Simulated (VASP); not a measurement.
CdAg, 2 atoms in the cell. It takes space group Pm-3m (No. 221, cubic). The conventional cell has a = 3.341 Å, b = 3.341 Å, c = 3.341 Å, α = 90.00°, β = 90.00°, γ = 90.00°. Cd (site symmetry m-3m) has 8 Ag at 2.89 Å and 6 Cd at 3.34 Å within 3.8 Å. Ag (site symmetry m-3m) has 8 Cd at 2.89 Å and 6 Ag at 3.34 Å within 3.8 Å. 

| Item | Value |
| --- | --- |
| Program | VASP 6.6.1 |
| Task | single point |
| Functional | PBEsol |
| Potentials or basis | VASP PAW PBE potentials, release 64 (Cd, Ag) |
| Cutoff | 520 eV |
| k mesh | 12 × 12 × 12 |
| Occupations | fermi-dirac, width 0.05 eV |
| Spin | no spin polarisation |
| Dipole correction | no |
| Further INCAR settings | ALGO = Normal; EDIFF = 1e-06; NBANDS = 18 |

Potentials or basis: VASP PAW PBE potentials, release 64 (Cd, Ag).

Command:

```console
$ cat potpaw_PBE.64/Cd/POTCAR potpaw_PBE.64/Ag/POTCAR > POTCAR
$ mpirun -np 1 vasp_std > vasp.out
```

Hardware: 1 thread of Intel Xeon 8259CL, on a shared host.

Question: How long does it take, and how much memory?

Answer: Run time: 64 s on 1 thread of Intel Xeon 8259CL, on a shared host, peak memory 0.2 GiB. Counts: scf iterations 12, k points 84.
